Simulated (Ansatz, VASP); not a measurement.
**One calculation of SiO2, two programs**

INCAR

```
SYSTEM = SiO2
PREC = Accurate
ENCUT = 520
EDIFF = 1E-6
ISMEAR = 0
SIGMA = 0.05
LREAL = .FALSE.
LASPH = .TRUE.
NELM = 80
ALGO = Normal
ISIF = 2
LWAVE = .FALSE.
LCHARG = .FALSE.
GGA = CA
NBANDS = 25
```

The input KPOINTS:

```
regular mesh
0
G
  6 6 8
  0 0 0
```

The input POSCAR:

```
SiO2
1.0
    4.1801000000      0.0000000000      0.0000000000
    0.0000000000      4.1801000000      0.0000000000
    0.0000000000      0.0000000000      2.9807000000
Si O
2 4
Direct
    0.5000000000      0.5000000000      0.5000000000
    0.0000000000      0.0000000000      0.0000000000
    0.6944252994      0.6944252994      0.0000000000
    0.1944252994      0.8055747006      0.5000000000
    0.3055747006      0.3055747006      0.0000000000
    0.8055747006      0.1944252994      0.5000000000
```

Input for Ansatz:

```yaml
crystal:
  lattice:
    - [4.1801, 0.0, 0.0]
    - [0.0, 4.1801, 0.0]
    - [0.0, 0.0, 2.9807]
  atoms:
    - { symbol: Si, position: [0.5, 0.5, 0.5] }
    - { symbol: Si, position: [0.0, 0.0, 0.0] }
    - { symbol: O, position: [0.6944252994, 0.6944252994, 0.0] }
    - { symbol: O, position: [0.1944252994, 0.8055747006, 0.5] }
    - { symbol: O, position: [0.3055747006, 0.3055747006, 0.0] }
    - { symbol: O, position: [0.8055747006, 0.1944252994, 0.5] }
basis:
  ecutwfc: 520.0
kpoints:
  mp_grid: { grid: [6, 6, 8] }
hamiltonian:
  xc: lda
  pseudopotentials: { kind: paw, azcp: { folder: soft_1 } }
scf:
  occupations: { method: gaussian, width: 0.05 }
output:
  forces: true
  stress: true
  eigenvalues: true
```

Alike in both runs: task single point; functional LDA; k mesh 6 × 6 × 8; occupations gaussian, width 0.05 eV; no spin polarisation.

|  | VASP | Ansatz |
| --- | --- | --- |
| version | VASP 6.6.1 | Ansatz 0.2.0 |
| potentials or method | VASP PAW LDA potentials, release 64 (Si, O), cutoff 520 eV | scalar-relativistic, plane waves, PAW |
| valence electrons in the cell | 32 | 32 |

VASP gave:

* gap on the k mesh at the Fermi level (eV): 3.31
* least direct gap on the mesh (eV): 3.31
* rms of the force components (eV/Å): 0.135

**Question.** What did Ansatz give for the same quantities?

**Answer.** gap on the k mesh at the Fermi level (eV): 3.31; least direct gap on the mesh (eV): 3.31; rms of the force components (eV/Å): 0.139.

Ansatz warns that its potentials were made for another functional, while VASP's fit it. LDA's correlation is that of Perdew and Zunger in VASP and of Perdew and Wang (1992) in Ansatz. Atom by atom the forces differ by 0.004 eV/Å (rms over components).
